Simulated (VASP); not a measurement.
# AlGa3N2 (P4/mmm) in VASP: notebook, part 2 of 2

VASP 6.6.1.

**3. Relaxation of cell and atoms, PBE**

This run uses another cell than the first one, of 18.88 Å³/atom.

INCAR reads:

```
SYSTEM = AlGa3N2
  PREC = Accurate
  ENCUT = 600
  EDIFF = 1E-7
  ISMEAR = 0
  SIGMA = 0.1
  LREAL = .False.
  LASPH = .True.
  NELM = 80
  ALGO = Normal
  ISIF = 3
  LWAVE = .False.
  LCHARG = .False.
  GGA = PE
  IBRION = 2
  NSW = 90
  EDIFFG = -0.04
```

KPOINTS reads:

```
regular mesh
0
Gamma
  4 4 6
  0 0 0
```

POSCAR reads:

```
AlGa3N2
1.0
    5.6265322360      0.0000000000      0.0000000000
    0.0000000000      5.6265322360      0.0000000000
    0.0000000000      0.0000000000      3.5776094006
Al Ga N
1 3 2
Direct
    0.5000000000      0.5000000000      0.0000000000
    0.0000000000      0.0000000000      0.5000000000
    0.0000000000      0.5000000000      0.0000000000
    0.5000000000      0.0000000000      0.0000000000
    0.5000000000      0.5000000000      0.5000000000
    0.0000000000      0.0000000000      0.0000000000
```

Potentials or basis: VASP PAW PBE potentials, release 64 (Al, Ga_d, N).

Run with:

```
cat potpaw_PBE.64/Al/POTCAR potpaw_PBE.64/Ga_d/POTCAR potpaw_PBE.64/N/POTCAR > POTCAR
mpirun -np 1 vasp_std > vasp.out
```

OUTCAR:

```text
SYSTEM = AlGa3N2
   PREC = Accurate
   ENCUT = 600
   EDIFF = 1E-7
   ISMEAR = 0
   LREAL = .False.
   LASPH = .True.
   NELM = 80
   ISIF = 3
   GGA = PE
   IBRION = 2
   NSW = 90
   EDIFFG = -0.04

 ion  position               nearest neighbor table
   1  0.500  0.500  0.000-   5 1.79   5 1.79   3 2.81   4 2.81   4 2.81   3 2.81
   2  0.000  0.000  0.500-   6 1.79   6 1.79
   3  0.000  0.500  0.000-   1 2.81   1 2.81
   4  0.500  0.000  0.000-   1 2.81   1 2.81
   5  0.500  0.500  0.500-   1 1.79   1 1.79
   6  0.000  0.000  0.000-   2 1.79   2 1.79

  LATTYP: Found a simple tetragonal cell.
 ALAT       =     5.6265322360
 C/A-ratio  =     0.6358462461

  Lattice vectors:

 A1 = (   5.6265322360,   0.0000000000,   0.0000000000)
 A2 = (   0.0000000000,   5.6265322360,   0.0000000000)
 A3 = (   0.0000000000,   0.0000000000,   3.5776094006)

Analysis of symmetry for initial positions (statically):
=====================================================================
 Subroutine PRICEL returns:
 Original cell was already a primitive cell.

 Routine SETGRP: Setting up the symmetry group for a
 simple tetragonal supercell.

 Subroutine GETGRP returns: Found 16 space group operations
 (whereof 16 operations were pure point group operations)
 out of a pool of 16 trial point group operations.

The static configuration has the point symmetry D_4h.

Analysis of symmetry for dynamics (positions and initial velocities):
=====================================================================
 Subroutine PRICEL returns:
 Original cell was already a primitive cell.

 Routine SETGRP: Setting up the symmetry group for a
 simple tetragonal supercell.

 Subroutine GETGRP returns: Found 16 space group operations
 (whereof 16 operations were pure point group operations)
 out of a pool of 16 trial point group operations.

The dynamic configuration has the point symmetry D_4h.

 Subroutine INISYM returns: Found 16 space group operations
 (whereof 16 operations are pure point group operations),
 and found     1 'primitive' translations

----------------------------------------------------------------------------------------

                                     Primitive cell

  volume of cell :     113.2595

  direct lattice vectors                    reciprocal lattice vectors
     5.626532236  0.000000000  0.000000000     0.177729365  0.000000000  0.000000000
     0.000000000  5.626532236  0.000000000     0.000000000  0.177729365  0.000000000
     0.000000000  0.000000000  3.577609401     0.000000000  0.000000000  0.279516260

  length of vectors
     5.626532236  5.626532236  3.577609401     0.177729365  0.177729365  0.279516260

  position of ions in fractional coordinates (direct lattice)
     0.500000000  0.500000000  0.000000000
     0.000000000  0.000000000  0.500000000
     0.000000000  0.500000000  0.000000000
     0.500000000  0.000000000  0.000000000
     0.500000000  0.500000000  0.500000000
     0.000000000  0.000000000  0.000000000

  ion indices of the primitive-cell ions
   primitive index   ion index
                 1           1
                 2           2
                 3           3
                 4           4
                 5           5
                 6           6

----------------------------------------------------------------------------------------

 KPOINTS: regular mesh

Automatic generation of k-mesh.
 Grid dimensions read from file:
 generate k-points for:    4    4    6

 Generating k-lattice:

  Cartesian coordinates                     Fractional coordinates (reciprocal lattice)
     0.044432341  0.000000000  0.000000000     0.250000000  0.000000000  0.000000000
     0.000000000  0.044432341  0.000000000     0.000000000  0.250000000  0.000000000
     0.000000000  0.000000000  0.046586043     0.000000000  0.000000000  0.166666667

  Length of vectors
     0.044432341  0.044432341  0.046586043

  Shift w.r.t. Gamma in fractional coordinates (k-lattice)
     0.000000000  0.000000000  0.000000000

 Subroutine IBZKPT returns following result:
 ===========================================

 Found     24 irreducible k-points:

 Following reciprocal coordinates:
            Coordinates               Weight
  0.000000  0.000000  0.000000      1.000000
  0.250000  0.000000  0.000000      4.000000
  0.500000  0.000000  0.000000      2.000000
  0.250000  0.250000  0.000000      4.000000
  0.500000  0.250000  0.000000      4.000000
  0.500000  0.500000  0.000000      1.000000
[... 16 lines left out ...]
  0.500000  0.250000  0.500000      4.000000
  0.500000  0.500000  0.500000      1.000000
   k-points           NKPTS =     24   k-points in BZ     NKDIM =     24   number of bands    NBANDS=     31
   number of dos      NEDOS =    301   number of ions     NIONS =      6
   total plane-waves  NPLWV =  69120
   dimension x,y,z NGX =    48 NGY =   48 NGZ =   30
   dimension x,y,z NGXF=    96 NGYF=   96 NGZF=   60
   ions per type =               1   3   2
   NGX,Y,Z   is equivalent  to a cutoff of  14.18, 14.18, 13.94 a.u.
   NGXF,Y,Z  is equivalent  to a cutoff of  28.36, 28.36, 27.88 a.u.
 SYSTEM =  AlGa3N2
   PREC   = accura    normal or accurate (medium, high low for compatibility)
   ISTART =      0    job   : 0-new  1-cont  2-samecut
   ICHARG =      2    charge: 1-file 2-atom 10-const
   ISPIN  =      1    spin polarized calculation?
   LNONCOLLINEAR =      F non collinear calculations
   LSORBIT =      F    spin-orbit coupling
   LASPH  =      T    aspherical Exc in radial PAW
   ENCUT  =  600.0 eV  44.10 Ry    6.64 a.u.  11.24 11.24  7.15*2*pi/ulx,y,z
   NELM   =     80;   NELMIN=  2; NELMDL= -5     # of ELM steps
   EDIFF  = 0.1E-06   stopping-criterion for ELM
   LREAL  =      F    real-space projection
   EDIFFG = -.4E-01   stopping-criterion for IOM
   NSW    =     90    number of steps for IOM
   IBRION =      2    ionic relax: 0-MD 1-quasi-New 2-CG
   NFREE  =      1    steps in history (QN), initial steepest desc. (CG)
   ISIF   =      3    stress and relaxation
   ISYM   =      2    0-nonsym 1-usesym 2-fastsym
   POTIM  = 0.5000    time-step for ionic-motion
   TEBEG  =    0.0;   TEEND  =   0.0 temperature during run
   PSTRESS=    0.0 pullay stress
   NELECT =      52.0000    total number of electrons
   NUPDOWN=      -1.0000    fix difference up-down
   EMIN   =  10.00;   EMAX   =-10.00  energy-range for DOS
   EFERMI =   0.00;   METHOD = LEGACY
   ISMEAR =     0;   SIGMA  =   0.10  broadening in eV -4-tet -1-fermi 0-gaus
   EFERMI_NEDOS =   21; number of points for ismear=-14 and -15
   IALGO  =     38    algorithm
   IMIX   =      4    mixing-type and parameters
     AMIX     =   0.40;   BMIX     =  1.00
     AMIX_MAG =   1.60;   BMIX_MAG =  1.00
  volume/ion in A,a.u.               =      18.88       127.39
  Fermi-wavevector in a.u.,A,eV,Ry     =   1.262945  2.386620 21.701701  1.595030
  Thomas-Fermi vector in A             =   2.396327
   LORBIT       =      0    0 simple, 1 ext, 2 COOP (PROOUT), +10 PAW based schemes
   GGA     = PE    functional components
   LHFCALC =     F    Hartree Fock is set to
   AEXX    =    0.0000 exact exchange contribution
   IVDW    =     0    specifies the selected vdW correction
   LEPSILON=     F    determine dielectric tensor
   LRPA    =     F    only Hartree local field effects (RPA)
 conjugate gradient relaxation of ions
 non-spin polarized calculation
 Gauss-broadening in eV      SIGMA  =   0.10
  energy-cutoff  :      600.00
  volume of cell :      113.26
 maximum number of plane-waves:      3816
 NGX is ok and might be reduce to    48
   NGX = 23   NGY = 23   NGZ = 15

--------------------------------------- Ionic step        1  -------------------------------------------

 number of electron      51.9999993 magnetization

 Free energy of the ion-electron system (eV)
  ---------------------------------------------------
  ext. energy  EPLUGINS =         0.00000000
  ---------------------------------------------------
  free energy    TOTEN  =       -25.75645171 eV

  energy without entropy =      -25.73984108  energy(sigma->0) =      -25.74814640

------------------------ aborting loop because EDIFF is reached ----------------------------------------

  FORCE on cell =-STRESS in cart. coord.  units (eV):
  Direction    XX          YY          ZZ          XY          YZ          ZX
  --------------------------------------------------------------------------------------
  -------------------------------------------------------------------------------------
  Total       -0.1764612     -0.1764612     -1.4333192      0.0000000      0.0000000      0.0000000
  in kB       -2.4962345     -2.4962345    -20.2758450      0.0000000      0.0000000      0.0000000
  external PRESSURE =      -8.4227713 kB  Pullay stress =       0.0000000 kB
[... 65 lines left out ...]
  energy  without entropy=      -25.7436825928  energy(sigma->0) =      -25.75045850

--------------------------------------- Ionic step        3  -------------------------------------------

 number of electron      51.9999987 magnetization

 Free energy of the ion-electron system (eV)
  ---------------------------------------------------
  ext. energy  EPLUGINS =         0.00000000
  ---------------------------------------------------
  free energy    TOTEN  =       -25.76093159 eV

  energy without entropy =      -25.74605897  energy(sigma->0) =      -25.75349528

 E-fermi :   3.8359     XC(G=0):  -9.6442

 val. band max:        3.7628527156   @ k =   0.5000   0.5000   0.5000
 cond. band min:       3.8490518419   @ k =   0.2500   0.0000   0.3333
 fundamental gap:      0.0861991263
 Fermi energy:         3.8358862378

 k-point     1 :       0.0000    0.0000    0.0000
  band No.  band energies     occupation
      1     -13.7644      2.00000
      2     -11.8735      2.00000
      3     -11.8611      2.00000
      4     -11.7325      2.00000
      5     -11.7325      2.00000
      6     -11.2237      2.00000
[... 838 lines left out ...]
  FREE ENERGIE OF THE ION-ELECTRON SYSTEM (eV)
  ---------------------------------------------------
  free  energy   TOTEN  =       -25.7609315922 eV

  energy  without entropy=      -25.7460589662  energy(sigma->0) =      -25.75349528

 reached required accuracy - stopping structural energy minimisation
```

Run time: 5.3 min. Hardware: 1 thread of Intel Xeon 8259CL, shared host; peak memory 0.32 GiB.

What came out:

```
Free energy                           : -25.7609 eV
Relaxed volume                        : 18.73 Å³/atom
Relaxed cell                          : a = 5.622 Å, b = 5.622 Å, c = 3.556 Å, α = 90.00°, β = 90.00°, γ = 90.00°
Space group after relaxing (to 0.1 Å) : P4/mmm (No. 123)
Energy gained by relaxing             : 0.7 meV/atom
Ionic steps                           : 3
Pressure after relaxing               : 0.0 GPa
Band gap on the k mesh                : zero (bands 26 and 27 overlap by 1.74 eV)
```

Step by step:
| step | energy change (eV) | largest force (eV/Å) | pressure (GPa) | volume (Å³) |
| --- | --- | --- | --- | --- |
| 1 | 0.0000 | 0.0000 | -0.84 | 113.26 |
| 2 | -0.0008 | 0.0000 | 0.82 | 111.64 |
| 3 | -0.0045 | 0.0000 | 0.00 | 112.40 |

Final structure:
```
Al Ga N
1.0
     5.62232    0.00000    0.00000
     0.00000    5.62232    0.00000
     0.00000    0.00000    3.55584
Al Ga N
1 3 2
Direct
  0.50000 0.50000 0.00000
  0.00000 0.00000 0.50000
  0.00000 0.50000 0.00000
  0.50000 0.00000 0.00000
  0.50000 0.50000 0.50000
  0.00000 0.00000 0.00000
```
